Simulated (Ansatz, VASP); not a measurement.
**AgCl: VASP beside Ansatz**

The input INCAR:

```
PREC = Accurate
ENCUT = 500
EDIFF = 1E-6
ISMEAR = 1
SIGMA = 0.046
LREAL = False
LASPH = True
NELM = 120
ALGO = Normal
ISIF = 2
LWAVE = False
LCHARG = False
GGA = PE
NBANDS = 16
GGA_COMPAT = False
```

The input KPOINTS:

```
Automatic mesh
0
Gamma
  8 8 8
```

POSCAR

```
AgCl
1.0
    3.4339730000      0.0000000000      0.0000000000
    0.0000000000      3.4339730000      0.0000000000
    0.0000000000      0.0000000000      3.4339730000
Ag Cl
1 1
Direct
    0.0000000000      0.0000000000      0.0000000000
    0.5000000000      0.5000000000      0.5000000000
```

Input for Ansatz:

```yaml
crystal:
  lattice:
    - [3.433973, 0.0, 0.0]
    - [0.0, 3.433973, 0.0]
    - [0.0, 0.0, 3.433973]
  atoms:
    - { symbol: Ag, position: [0.0, 0.0, 0.0] }
    - { symbol: Cl, position: [0.5, 0.5, 0.5] }
basis:
  ecutwfc: 420
kpoints:
  mp_grid: { grid: [8, 8, 8] }
hamiltonian:
  xc: pbe
scf:
  occupations: { method: cold, width: 0.046 }
  n_extra_bands: 1
output:
  forces: true
  stress: true
  eigenvalues: true
```

Alike in both runs: task single point; functional PBE; k mesh 8 × 8 × 8; no spin polarisation.

|  | VASP | Ansatz |
| --- | --- | --- |
| version | VASP 6.6.1 | Ansatz 0.2.0 |
| potentials or method | VASP PAW PBE potentials, release 64 (Ag, Cl), cutoff 500 eV | scalar-relativistic, plane waves, PAW |
| occupations | methfessel-paxton of order 1, width 0.046 eV | cold, width 0.046 eV |
| valence electrons in the cell | 18 | 26 |

Ansatz gave:

* gap on the k mesh at the Fermi level (eV): 0.57
* least direct gap on the mesh (eV): 2.07
* pressure (GPa): -0.1

Task: Estimate VASP's values.

Result: gap on the k mesh at the Fermi level (eV): 0.57; least direct gap on the mesh (eV): 2.08; pressure (GPa): -0.2.

VASP's potentials hold 18 valence electrons a cell and Ansatz's 26, so a difference there can come from the potentials and not from the codes.
